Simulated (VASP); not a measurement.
# Si2Mo (I4/mmm) in VASP: further runs

The runs below take Si2Mo through relaxation of cell and atoms, single point, with PBEsol.

All numbers are computed with VASP 6.6.1; they aren't measurements. Logs are shortened: lines on timing, memory, paths and dates and some standing lists are left out, and cuts for length are marked.

## 1. The cell of the first run

Symmetry: I4/mmm, No. 139, tetragonal system. The conventional cell has a = 3.211 Å, b = 3.211 Å, c = 7.872 Å, α = 90.00°, β = 90.00°, γ = 90.00°. Within 3.4 Å of Si (site symmetry 4mm) lie 9 Si at 2.60 to 3.21 Å and 5 Mo at 2.62 to 2.64 Å. Mo (site symmetry 4/mmm) has 10 Si at 2.62 to 2.64 Å and 4 Mo at 3.21 Å within 3.4 Å.

## 2. Relaxation of cell and atoms, PBEsol, target pressure -2 GPa, at which the enthalpy is minimised

INCAR reads:

```
ALGO = Normal
EDIFF = 1E-6
EDIFFG = -0.008
ENCUT = 600
GGA = PS
IBRION = 2
ISIF = 3
ISMEAR = 0
LASPH = True
LCHARG = False
LREAL = False
LWAVE = False
NELM = 80
NSW = 70
PREC = Accurate
PSTRESS = -20.0
SIGMA = 0.1
```

KPOINTS reads:

```
k-points
0
Gamma
  18 18 18
```

POSCAR reads:

```
Si2Mo
1.0
   -1.6052606647      1.6052606647      3.9357629824
    1.6052606647     -1.6052606647      3.9357629824
    1.6052606647      1.6052606647     -3.9357629824
Si Mo
2 1
Direct
    0.3350596647      0.3350596647      0.0000000000
    0.6649403353      0.6649403353      0.0000000000
    0.0000000000      0.0000000000      0.0000000000
```

Potentials or basis: VASP PAW PBE potentials, release 64 (Si, Mo_sv).

Launch:

```bash
$ cat potpaw_PBE.64/Si/POTCAR potpaw_PBE.64/Mo_sv/POTCAR > POTCAR
$ mpirun -np 1 vasp_std > vasp.out
```

OUTCAR:

```text
EDIFF = 1E-6
   EDIFFG = -0.008
   ENCUT = 600
   GGA = PS
   IBRION = 2
   ISIF = 3
   ISMEAR = 0
   LASPH = True
   LREAL = False
   NELM = 80
   NSW = 70
   PREC = Accurate
   PSTRESS = -20.0

 ion  position               nearest neighbor table
   1  0.335  0.335  0.000-   2 2.60   3 2.62   3 2.62   3 2.62   3 2.62   2 2.64   2 2.64   2 2.64
                             2 2.64   3 2.64
   2  0.665  0.665  0.000-   1 2.60   3 2.62   3 2.62   3 2.62   3 2.62   1 2.64   1 2.64   1 2.64
                             1 2.64   3 2.64
   3  0.000  0.000  0.000-   2 2.62   2 2.62   1 2.62   1 2.62   2 2.62   2 2.62   1 2.62   1 2.62
                             1 2.64   2 2.64

  LATTYP: Found a body centered tetragonal cell.
 ALAT       =     3.2105213294
 C/A-ratio  =     2.4517905839

  Lattice vectors:

 A1 = (  -1.6052606647,   1.6052606647,   3.9357629824)
 A2 = (   1.6052606647,  -1.6052606647,   3.9357629824)
 A3 = (   1.6052606647,   1.6052606647,  -3.9357629824)

Analysis of symmetry for initial positions (statically):
=====================================================================
 Subroutine PRICEL returns:
 Original cell was already a primitive cell.

 Routine SETGRP: Setting up the symmetry group for a
 body centered tetragonal supercell.

 Subroutine GETGRP returns: Found 16 space group operations
 (whereof 16 operations were pure point group operations)
 out of a pool of 16 trial point group operations.

The static configuration has the point symmetry D_4h.

Analysis of symmetry for dynamics (positions and initial velocities):
=====================================================================
 Subroutine PRICEL returns:
 Original cell was already a primitive cell.

 Routine SETGRP: Setting up the symmetry group for a
 body centered tetragonal supercell.

 Subroutine GETGRP returns: Found 16 space group operations
 (whereof 16 operations were pure point group operations)
 out of a pool of 16 trial point group operations.

The dynamic configuration has the point symmetry D_4h.

 Subroutine INISYM returns: Found 16 space group operations
 (whereof 16 operations are pure point group operations),
 and found     1 'primitive' translations

----------------------------------------------------------------------------------------

                                     Primitive cell

  volume of cell :      40.5677

[... 103 lines left out ...]
   EMIN   =  10.00;   EMAX   =-10.00  energy-range for DOS
   EFERMI =   0.00;   METHOD = LEGACY
   ISMEAR =     0;   SIGMA  =   0.10  broadening in eV -4-tet -1-fermi 0-gaus
   EFERMI_NEDOS =   21; number of points for ismear=-14 and -15
   IALGO  =     38    algorithm
   IMIX   =      4    mixing-type and parameters
     AMIX     =   0.40;   BMIX     =  1.00
     AMIX_MAG =   1.60;   BMIX_MAG =  1.00
  volume/ion in A,a.u.               =      13.52        91.25
  Fermi-wavevector in a.u.,A,eV,Ry     =   1.335024  2.522829 24.249511  1.782289
  Thomas-Fermi vector in A             =   2.463760
   LORBIT       =      0    0 simple, 1 ext, 2 COOP (PROOUT), +10 PAW based schemes
   GGA     = PS    functional components
   LHFCALC =     F    Hartree Fock is set to
   AEXX    =    0.0000 exact exchange contribution
   IVDW    =     0    specifies the selected vdW correction
   LEPSILON=     F    determine dielectric tensor
   LRPA    =     F    only Hartree local field effects (RPA)
 conjugate gradient relaxation of ions
 non-spin polarized calculation
 Gauss-broadening in eV      SIGMA  =   0.10
  energy-cutoff  :      600.00
  volume of cell :       40.57
 maximum number of plane-waves:      1380
   NGX = 19   NGY = 19   NGZ = 19

--------------------------------------- Ionic step        1  -------------------------------------------

 number of electron      22.0000000 magnetization

 Free energy of the ion-electron system (eV)
  ---------------------------------------------------
  ext. energy  EPLUGINS =         0.00000000
  ---------------------------------------------------
  free energy    TOTEN  =       -25.07189317 eV

  energy without entropy =      -25.07071075  energy(sigma->0) =      -25.07130196

------------------------ aborting loop because EDIFF is reached ----------------------------------------

  FORCE on cell =-STRESS in cart. coord.  units (eV):
  Direction    XX          YY          ZZ          XY          YZ          ZX
  --------------------------------------------------------------------------------------
  -------------------------------------------------------------------------------------
  Total       -0.9046878     -0.9046878     -1.0488946      0.0000000      0.0000000      0.0000000
  in kB      -35.7296929    -35.7296929    -41.4249862      0.0000000      0.0000000      0.0000000
  external PRESSURE =     -17.6281240 kB  Pullay stress =     -20.0000000 kB
[... 65 lines left out ...]
--------------------------------------- Ionic step        3  -------------------------------------------

 number of electron      22.0000000 magnetization

 Free energy of the ion-electron system (eV)
  ---------------------------------------------------
  ext. energy  EPLUGINS =         0.00000000
  ---------------------------------------------------
  free energy    TOTEN  =       -25.07803738 eV

  energy without entropy =      -25.07685449  energy(sigma->0) =      -25.07744593

 E-fermi :  12.1728     XC(G=0): -12.5109

 val. band max:       12.1688530673   @ k =  -0.3333  -0.3333   0.2778
 cond. band min:      12.1730630580   @ k =  -0.0556   0.0556   0.0000
 fundamental gap:      0.0042099906
 Fermi energy:        12.1727701412

 k-point     1 :       0.0000    0.0000    0.0000
  band No.  band energies     occupation
      1     -48.4471      2.00000
      2     -22.6292      2.00000
      3     -22.5532      2.00000
      4     -22.5532      2.00000
      5      -1.2397      2.00000
      6       5.7718      2.00000
      7       8.7752      2.00000
      8       9.0839      2.00000
      9       9.5613      2.00000
     10       9.5613      2.00000
     11      12.5457      0.00000
     12      15.3402      0.00000
     13      15.3474      0.00000
     14      15.6895      0.00000
[... 401 lines left out ...]
      2     -22.6603      2.00000
      3     -22.6193      2.00000
      4     -22.5508      2.00000
      5      -0.3720      2.00000
      6       5.8383      2.00000
      7       7.1324      2.00000
      8       8.9275      2.00000
      9       9.5672      2.00000
     10      10.3623      2.00000
     11      10.8708      2.00000
     12      14.0016      0.00000
     13      14.3859      0.00000
     14      16.2754      0.00000
     15      16.5281      0.00000

 [... further k-points ...]
[... 5 lines left out ...]
  --------------------------------------------------------------------------------------
  -------------------------------------------------------------------------------------
  Total       -0.5004470     -0.5004470     -0.4976585      0.0000000     -0.0000000     -0.0000000
  in kB      -19.9296570    -19.9296570    -19.8186064      0.0000000     -0.0000000     -0.0000000
  external PRESSURE =       0.1073599 kB  Pullay stress =     -20.0000000 kB
[... 22 lines left out ...]
  energy  without entropy=      -25.0768544858  energy(sigma->0) =      -25.07744593

  enthalpy is  TOTEN    =       -25.5802507679 eV   P V=       -0.5022133844

 reached required accuracy - stopping structural energy minimisation
```

OSZICAR:

```text
N       E                     dE             d eps       ncg     rms          rms(c)
DAV:   1     0.135073099137E+03    0.13507E+03   -0.12414E+04 14408   0.156E+03
DAV:   2    -0.224302867979E+02   -0.15750E+03   -0.15542E+03 17648   0.359E+02
[... 22 lines left out ...]
DAV:   1    -0.251238904060E+02   -0.44269E-01   -0.10320E+00 16353   0.114E+01    0.259E+00
DAV:   2    -0.250861003215E+02    0.37790E-01   -0.42011E-01 16017   0.497E+00    0.649E-01
DAV:   3    -0.250786594059E+02    0.74409E-02   -0.39277E-02 15664   0.118E+00    0.190E-01
DAV:   4    -0.250780265806E+02    0.63283E-03   -0.27808E-03 16269   0.503E-01    0.120E-01
DAV:   5    -0.250780477174E+02   -0.21137E-04   -0.21131E-04 18362   0.133E-01    0.845E-02
DAV:   6    -0.250780377205E+02    0.99969E-05   -0.82486E-05 16745   0.503E-02    0.634E-03
DAV:   7    -0.250780373835E+02    0.33698E-06   -0.16323E-06 13734   0.956E-03
   3 F= -.25580251E+02 E0= -.25579659E+02  d E =-.195087E-02
```

Run time: 7.5 min. Hardware: 1 thread of Intel Xeon 6975P-C (Granite Rapids), shared host; peak memory 0.49 GiB.

What came out:

| Property | Result |
| --- | --- |
| Free energy | -25.0780 eV |
| Relaxed volume | 13.41 Å³/atom |
| Relaxed cell | a = 4.529 Å, b = 4.529 Å, c = 4.529 Å, α = 138.59°, β = 138.59°, γ = 60.00° |
| Space group after relaxing (to 0.1 Å) | I4/mmm (No. 139) |
| Energy change on relaxing (the run minimises the enthalpy) | -2.0 meV/atom |
| Ionic steps | 3 |
| Pressure after relaxing | -2.0 GPa |
| Largest force after relaxing | 0.006 eV/Å |
| Band gap on the k mesh | zero (bands 11 and 12 overlap by 0.94 eV) |

Forces in eV/Å, atoms in the order of the input:
```
Si   0.000  0.000  0.006
Si   0.000  0.000 -0.006
Mo   0.000  0.000  0.000
```

Step by step:
| step | energy change (eV) | largest force (eV/Å) | pressure (GPa) | volume (Å³) |
| --- | --- | --- | --- | --- |
| 1 | 0.0000 | 0.0414 | -3.76 | 40.57 |
| 2 | -0.0077 | 0.0522 | 0.98 | 39.70 |
| 3 | -0.0061 | 0.0063 | -1.99 | 40.23 |

Final structure:
```cif
data_structure
_symmetry_space_group_name_H-M 'P 1'
_symmetry_Int_Tables_number 1
_cell_length_a 4.5293
_cell_length_b 4.5293
_cell_length_c 4.5293
_cell_angle_alpha 138.592
_cell_angle_beta 138.592
_cell_angle_gamma 59.998
_cell_volume 40.23
loop_
_atom_site_label
_atom_site_type_symbol
_atom_site_fract_x
_atom_site_fract_y
_atom_site_fract_z
_atom_site_occupancy
Si1 Si 0.33516 0.33516 0.00000 1
Si2 Si 0.66484 0.66484 0.00000 1
Mo1 Mo 0.00000 0.00000 0.00000 1
```

Caveat: the cell is relaxed towards a set pressure, so the run minimises the enthalpy, not the energy; the PAW data sets were made with another functional, which shifts forces and pressure a little.

## 3. Single point, PBEsol

This run uses another cell than the first one, of 12.28 Å³/atom.

INCAR reads:

```
SYSTEM = Si2Mo
PREC = Accurate
ENCUT = 520
EDIFF = 1E-6
ISMEAR = 0
SIGMA = 0.1
LREAL = .FALSE.
LASPH = .TRUE.
NELM = 100
ALGO = Normal
ISIF = 2
LWAVE = .FALSE.
LCHARG = .FALSE.
GGA = PS
NBANDS = 18
```

KPOINTS reads:

```
Automatic mesh
0
G
  18 18 18
  0 0 0
```

POSCAR reads:

```
Si2Mo
1.0
   -1.5516019337      1.5516019337      3.8255986322
    1.5516019337     -1.5516019337      3.8255986322
    1.5516019337      1.5516019337     -3.8255986322
Si Mo
2 1
Direct
    0.3340404528      0.3340404528      0.0000000000
    0.6659595472      0.6659595472      0.0000000000
    0.0000000000      0.0000000000      0.0000000000
```

Potentials or basis: VASP PAW PBE potentials, release 64 (Si, Mo_sv).

Launch:

```bash
$ cat potpaw_PBE.64/Si/POTCAR potpaw_PBE.64/Mo_sv/POTCAR > POTCAR
$ mpirun -np 1 vasp_std > vasp.out
```

Run time: 19 min. Hardware: 1 thread of Intel Xeon 8259CL, shared host; peak memory 0.44 GiB.

The run converged. Its results:

- Free energy: -24.8990 eV
- Pressure: 20.5 GPa
- Largest force: 0.014 eV/Å
- Band gap on the k mesh: zero (bands 11 and 12 overlap by 1.02 eV)

Forces in eV/Å, atoms in the order of the input:
```
Si   0.000  0.000 -0.014
Si   0.000  0.000  0.014
Mo   0.000  0.000  0.000
```

Levels at points of the mesh, in eV from the Fermi level:
| k point | band 9 | band 10 | band 11 | band 12 | band 13 | band 14 |
| --- | --- | --- | --- | --- | --- | --- |
| (0.00, 0.00, 0.00) | -2.87 | -2.87 | 0.46 | 2.80 | 3.74 | 3.89 |
| (0.50, 0.00, 0.00) | -2.94 | -2.79 | -0.62 | 2.60 | 3.27 | 4.38 |
| (0.50, 0.50, 0.00) | -4.80 | -3.47 | -1.15 | 2.67 | 3.14 | 3.41 |
| (0.50, 0.50, 0.50) | -0.66 | -0.66 | -0.43 | -0.43 | 0.62 | 4.98 |

Caveat: the cell stands under pressure; the PAW data sets were made with another functional, which shifts forces and pressure a little.
